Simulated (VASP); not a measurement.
# Fe: single point with PBE

The system is Fe.

```
CELL_PARAMETERS angstrom
1.93853 -3.28545 0.00000
1.93853 3.28545 0.00000
0.00000 0.00000 3.88222
ATOMIC_POSITIONS crystal
Fe 0.15250 0.84750 0.07850
Fe 0.65250 0.34750 0.42150
Fe 0.84750 0.15250 0.92150
Fe 0.34750 0.65250 0.57850
```

```json
{
 "Program": "VASP 6.6.1",
 "Task": "single point",
 "Functional": "PBE",
 "Potentials or basis": "VASP PAW PBE potentials, release 64 (Fe_sv)",
 "Cutoff": "690 eV",
 "k mesh": "6 × 6 × 6",
 "Occupations": "gaussian, width 0.1 eV",
 "Spin": "collinear spin, ferromagnetic start",
 "Starting moments": "[4.0, 4.0, 4.0, 4.0] μB",
 "Dipole correction": "no",
 "Further INCAR settings": "ALGO = Normal; EDIFF = 1e-06; NBANDS = 44"
}
```

| Quantity | Value |
| --- | --- |
| Pressure | -4.9 GPa |
| Largest force | 0.590 eV/Å |
| Net moment | 1.72 μB per cell |
| Site moments | Fe +0.41 μB |
| Valence electrons inside the program's atomic spheres | Fe 13.84 |

Forces in eV/Å, atoms in the order of the input:
```
Fe   0.000  0.259 -0.531
Fe   0.000  0.259  0.531
Fe   0.000 -0.259  0.531
Fe   0.000 -0.259 -0.531
```

Stress tensor (GPa, compression positive):
```
-5.64  0.00  0.00
 0.00 -4.56  0.00
 0.00  0.00 -4.48
```

Levels at points of the mesh, in eV from the Fermi level:
Spin up:
```tsv
k point	band 31	band 32	band 33	band 34	band 35	band 36
(0.00, 0.00, 0.00)	-0.80	-0.73	-0.51	0.39	0.48	0.99
(0.50, 0.00, 0.00)	-0.26	-0.26	-0.11	-0.11	0.32	0.32
(0.50, 0.50, 0.00)	-0.57	-0.03	0.25	0.29	0.29	0.66
(0.00, 0.00, 0.50)	-0.98	-0.98	-0.22	-0.22	0.61	0.61
(0.50, 0.00, 0.50)	-0.30	-0.30	0.12	0.12	0.53	0.53
(0.50, 0.50, 0.50)	-0.61	-0.61	0.19	0.19	0.60	0.60
```
Spin down:
```csv
k point,band 27,band 28,band 29,band 30,band 31,band 32,band 33,band 34,band 35,band 36
"(0.00, 0.00, 0.00)",-1.10,-0.96,-0.95,-0.60,-0.42,-0.29,0.09,0.92,0.98,1.38
"(0.50, 0.00, 0.00)",-1.21,-1.21,-0.58,-0.58,0.20,0.20,0.40,0.40,0.74,0.74
"(0.50, 0.50, 0.00)",-1.39,-0.75,-0.61,-0.23,0.08,0.33,0.68,0.73,0.75,1.09
"(0.00, 0.00, 0.50)",-1.07,-1.07,-0.86,-0.86,-0.64,-0.64,0.35,0.35,1.06,1.06
"(0.50, 0.00, 0.50)",-1.58,-1.58,-0.26,-0.26,0.13,0.13,0.53,0.53,0.99,0.99
"(0.50, 0.50, 0.50)",-1.93,-1.93,-0.48,-0.48,-0.15,-0.15,0.64,0.64,0.97,0.97
```

It took 5.2 min on 1 thread of Intel(R) Xeon(R) Platinum 8488C (Sapphire Rapids), on a shared host, peak memory 0.38 GiB.

Caveat: the cell stands under tension.
